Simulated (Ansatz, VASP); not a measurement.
## In in VASP and in Ansatz

```
CELL_PARAMETERS angstrom
3.28917 0.00000 0.00000
-1.64458 2.84850 0.00000
0.00000 0.00000 10.88395
ATOMIC_POSITIONS crystal
In 0.00000 0.00000 0.00000
In 0.33333 0.66667 0.25000
In 0.00000 0.00000 0.50000
In 0.66667 0.33333 0.75000
```

Alike in both runs: task single point; functional PBE; k mesh 15 × 15 × 4; occupations gaussian, width 0.1 eV; no spin polarisation.

```csv
,VASP,Ansatz
version,VASP 6.6.1,Ansatz 0.2.0
potentials or method,"VASP PAW PBE potentials, release 64 (In_d), cutoff 520 eV","scalar-relativistic, plane waves, PAW"
valence electrons in the cell,52,52
```

```tsv
	VASP	Ansatz	Ansatz less VASP
gap on the k mesh at the Fermi level (eV)	none	none	-
pressure (GPa)	3.2	3.3	+0.06
traceless stress, the component that is largest in VASP (GPa)	0.11	0.12	+0.005
```

A gap of «none» marks a metal or a gap that the smearing closes.
